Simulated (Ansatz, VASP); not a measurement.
Mo: VASP beside Ansatz

INCAR

```
SYSTEM = Mo
  PREC = Accurate
  ENCUT = 520
  EDIFF = 1E-7
  ISMEAR = 0
  SIGMA = 0.15
  LREAL = .FALSE.
  LASPH = .TRUE.
  NELM = 60
  ALGO = Fast
  ISIF = 2
  LWAVE = .FALSE.
  LCHARG = .TRUE.
  GGA = PS
  LELF = .TRUE.
  LVHAR = .TRUE.
  NBANDS = 13
```

KPOINTS

```
Automatic mesh
0
G
  26 26 26
  0 0 0
```

File POSCAR:

```
Mo
1.0
   -1.6428860985      1.6428860985      1.5646534271
    1.6428860985     -1.6428860985      1.5646534271
    1.6428860985      1.6428860985     -1.5646534271
Mo
1
Direct
    0.0000000000      0.0000000000      0.0000000000
```

Input for Ansatz:

```yaml
crystal:
  lattice:
    - [-1.6428860985, 1.6428860985, 1.5646534271]
    - [1.6428860985, -1.6428860985, 1.5646534271]
    - [1.6428860985, 1.6428860985, -1.5646534271]
  atoms:
    - { symbol: Mo, position: [0.0, 0.0, 0.0] }
basis:
  ecutwfc: 420
kpoints:
  mp_grid: { grid: [26, 26, 26] }
hamiltonian:
  xc: pbesol
scf:
  occupations: { method: gaussian, width: 0.15 }
output:
  forces: true
  stress: true
  eigenvalues: true
```

Change from the starting cell: strain +0.050 along x and y, +0.000 along z, atoms carried along.

Alike in both runs: task single point; functional PBEsol; k mesh 26 × 26 × 26; occupations gaussian, width 0.15 eV; no spin polarisation.

```csv
,VASP,Ansatz
version,VASP 6.6.1,Ansatz 0.2.0
potentials or method,"VASP PAW PBE potentials, release 64 (Mo_sv), cutoff 520 eV","scalar-relativistic, plane waves, PAW"
valence electrons in the cell,14,14
```

Ansatz gave:

- gap on the k mesh at the Fermi level (eV): none
- pressure (GPa): -21.8
- traceless stress, the component that is largest in VASP (GPa): 8.44

Task: What did VASP give for the same quantities?

Result: gap on the k mesh at the Fermi level (eV): none; pressure (GPa): -21.5; traceless stress, the component that is largest in VASP (GPa): 8.45.

VASP's potentials were made for PBE, not for PBEsol. A gap of «none» marks a metal or a gap that the smearing closes. With one functional, cell and mesh, what is left measures potentials, basis and numerics.
